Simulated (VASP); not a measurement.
Ti6C, 7 atoms in the cell. The cell holds a slab with vacuum, 7 atoms: a = 2.832 Å, b = 4.579 Å, c = 22.051 Å, α = 90.00°, β = 90.00°, γ = 90.00°. 

| Quantity | Value |
| --- | --- |
| Program | VASP 6.6.1 |
| Task | single point |
| Functional | PBE |
| Potentials or basis | VASP PAW PBE potentials, release 64 (Ti_sv, C) |
| Cutoff | 520 eV |
| k mesh | 9 × 6 × 1 |
| Occupations | gaussian, width 0.1 eV |
| Spin | no spin polarisation |
| Dipole correction | yes |
| Further INCAR settings | ALGO = Normal; EDIFF = 1e-06; NBANDS = 47 |

Potentials or basis: VASP PAW PBE potentials, release 64 (Ti_sv, C).

Launch:

```sh
$ cat potpaw_PBE.64/Ti_sv/POTCAR potpaw_PBE.64/C/POTCAR > POTCAR
$ mpirun -np 1 vasp_std > vasp.out
```

Hardware: 1 thread of AMD EPYC 9R45 96-Core Processor (Zen 5) (shared host).

Question: How long does it take, and how much memory?

Answer: It took 7 min on 1 thread of AMD EPYC 9R45 96-Core Processor (Zen 5), with other jobs on the host, peak memory 0.44 GiB. Counts: scf iterations 33, k points 20.
